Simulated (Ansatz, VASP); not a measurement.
# SnH3 in VASP and in Ansatz

```
CELL_PARAMETERS angstrom
2.79962 4.84908 0.00000
-2.79962 4.84908 0.00000
0.00000 -3.23272 4.58519
ATOMIC_POSITIONS crystal
Sn 0.00000 0.00000 0.00000
Sn 0.50000 0.50000 0.50000
H 0.75042 0.74958 0.75000
H 0.25000 0.75042 0.75000
H 0.74958 0.25000 0.75000
H 0.24958 0.25042 0.25000
H 0.75000 0.24958 0.25000
H 0.25042 0.75000 0.25000
```

Alike in both runs: functional PBE; k mesh 5 × 5 × 5; occupations fermi-dirac, width 0.0351 eV; no spin polarisation.

Ansatz relaxed the structure, and its values are those at the end. VASP's run is a single point on that final structure, the one shown.

|  | VASP | Ansatz |
| --- | --- | --- |
| version | VASP 6.6.1 | Ansatz 0.2.0 |
| potentials or method | VASP PAW PBE potentials, release 64 (Sn_d, H), cutoff 520 eV | PAW plane waves |
| valence electrons in the cell | 34 | 34 |

Ansatz gave:

```
gap on the k mesh at the Fermi level (eV) : none
pressure (GPa)                            : 0.0
```

Estimate VASP's values.

gap on the k mesh at the Fermi level (eV): none; pressure (GPa): -0.1.

A gap of «none» marks a metal or a gap that the smearing closes. With one functional, cell and mesh, what is left measures potentials, basis and numerics. Ansatz's warnings: structure snapped to symmetry.
